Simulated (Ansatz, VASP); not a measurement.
Al3GaN4: VASP beside Ansatz

The input INCAR:

```
SYSTEM = Al3GaN4
ALGO = Normal
EDIFF = 1E-7
ENCUT = 520
GGA = PS
ISIF = 2
ISMEAR = 0
LASPH = .True.
LCHARG = .False.
LREAL = .False.
LWAVE = .False.
NBANDS = 31
NELM = 80
PREC = Accurate
SIGMA = 0.02
```

File KPOINTS:

```
k-points
0
Gamma
  6 6 6
  0 0 0
```

POSCAR

```
Al3GaN4
1.0
    4.4069948456      0.0000000000      0.0000000000
    0.0000000000      4.4069948456      0.0000000000
    0.0000000000      0.0000000000      4.4069948456
Al Ga N
3 1 4
Direct
    0.5000000000      0.5000000000      0.0000000000
    0.5000000000      0.0000000000      0.5000000000
    0.0000000000      0.5000000000      0.5000000000
    0.0000000000      0.0000000000      0.0000000000
    0.7447077177      0.7447077177      0.2552922823
    0.7447077177      0.2552922823      0.7447077177
    0.2552922823      0.7447077177      0.7447077177
    0.2552922823      0.2552922823      0.2552922823
```

Input for Ansatz:

```yaml
crystal:
  lattice:
    - [4.4069948456, 0.0, 0.0]
    - [0.0, 4.4069948456, 0.0]
    - [0.0, 0.0, 4.4069948456]
  atoms:
    - { symbol: Al, position: [0.5, 0.5, 0.0] }
    - { symbol: Al, position: [0.5, 0.0, 0.5] }
    - { symbol: Al, position: [0.0, 0.5, 0.5] }
    - { symbol: Ga, position: [0.0, 0.0, 0.0] }
    - { symbol: "N", position: [0.7447077177, 0.7447077177, 0.2552922823] }
    - { symbol: "N", position: [0.7447077177, 0.2552922823, 0.7447077177] }
    - { symbol: "N", position: [0.2552922823, 0.7447077177, 0.7447077177] }
    - { symbol: "N", position: [0.2552922823, 0.2552922823, 0.2552922823] }
basis:
  ecutwfc: 420
kpoints:
  mp_grid: { grid: [6, 6, 6] }
  band_path: { path: [VBM, CBM], npoints: 2 }
hamiltonian:
  xc: pbesol
scf:
  occupations: { method: gaussian, width: 0.02 }
output:
  forces: true
  stress: true
  eigenvalues: true
checkpoint:
  read: start.run
  write: ck
  compress: false
  write_wavefunctions: false
  write_every: 100000
```

Alike in both runs: task single point; functional PBEsol; k mesh 6 × 6 × 6; occupations gaussian, width 0.02 eV; no spin polarisation.

```csv
,VASP,Ansatz
version,VASP 6.6.1,Ansatz 0.2.0
potentials or method,"VASP PAW PBE potentials, release 64 (Al, Ga_d, N), cutoff 520 eV","scalar-relativistic, plane waves, PAW"
valence electrons in the cell,42,42
```

Ansatz gave:

* gap on the k mesh at the Fermi level (eV): 3.32
* least direct gap on the mesh (eV): 3.32
* pressure (GPa): 0.0
* rms of the force components (eV/Å): 0.000

Which values does VASP return?

gap on the k mesh at the Fermi level (eV): 3.32; least direct gap on the mesh (eV): 3.32; pressure (GPa): 0.0; rms of the force components (eV/Å): 0.003.

VASP's potentials were made for PBE, not for PBEsol. Atom by atom the forces differ by 0.003 eV/Å (rms over components). The functional is the same, so the differences come from potentials, cutoffs and numerics.
